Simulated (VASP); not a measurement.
Wanted: the native input for a VASP 6.6.1 run.

```
Task                   : single point
Functional             : PBE
Potentials or basis    : VASP PAW PBE potentials, release 64 (Mo_sv, Na_pv, Se)
Cutoff                 : 520 eV
k mesh                 : 2 × 2 × 3
Occupations            : fermi-dirac, width 0.1 eV
Spin                   : no spin polarisation
Dipole correction      : no
Further INCAR settings : LREAL = Auto; ALGO = Normal; EDIFF = 1e-07; NBANDS = 82
```

The structure of NaMo6Se8 lies in POSCAR:

```
NaMo6Se8
1.0
    7.5171070000      0.4943190000     -1.4734760000
    0.4604410000      7.2299700000      0.5423670000
   -1.2685090000     -1.0822340000      6.0542140000
Mo Na Se
6 1 8
Direct
    0.8756607961      0.4789443713      0.6460841235
    0.8869944588      0.0231368845      0.8041617565
    0.1229634485      0.9053169426      0.7768832843
    0.5384124478      0.5587375362      0.5263160534
    0.7936795783      0.7458107736      0.3726037201
    0.1012172617      0.7584041378      0.1263162863
    0.5516157867      0.0939614651      0.2221439521
    0.4089498863      0.6863172462      0.1222700448
   -0.0677310492      0.0218702348      0.3158932325
    0.1206568618      0.6016718715      0.5414702920
    0.3930383747      0.8773669894      0.4407349509
    0.3914577692      0.2569152905      0.7297727257
    0.7538086719      0.4281094416      0.2606426785
    0.0617024817      0.3730000009      0.0042417124
    0.7848652392      0.7395938340      0.9018133162
```

The input as run:

INCAR

```
PREC = Accurate
ENCUT = 520
EDIFF = 1E-7
ISMEAR = -1
SIGMA = 0.1
LREAL = Auto
LASPH = True
NELM = 60
ALGO = Normal
ISIF = 2
LWAVE = False
LCHARG = True
GGA = PE
LELF = True
LVHAR = True
NBANDS = 82
```

KPOINTS

```
Automatic mesh
0
Gamma
  2 2 3
```

Potentials or basis: VASP PAW PBE potentials, release 64 (Mo_sv, Na_pv, Se).

Run with:

```console
$ cat potpaw_PBE.64/Mo_sv/POTCAR potpaw_PBE.64/Na_pv/POTCAR potpaw_PBE.64/Se/POTCAR > POTCAR
$ mpirun -np 1 vasp_std > vasp.out
```

It gave:

- Pressure: 11.6 GPa
- Largest force: 6.590 eV/Å
- Band gap on the k mesh: zero (an odd number of electrons rules out a gap without spin polarisation)

Caveat: the k points lie up to 0.45 Å⁻¹ apart, too coarse for converged energies and pressures of a metal; atoms lie so close that the PAW spheres overlap strongly, which falsifies energies and pressures.

Wall time 15 min on 1 thread of Intel(R) Xeon(R) Platinum 8259CL CPU @ 2.50GHz (Skylake/Cascade Lake) (shared host), peak memory 0.45 GiB.
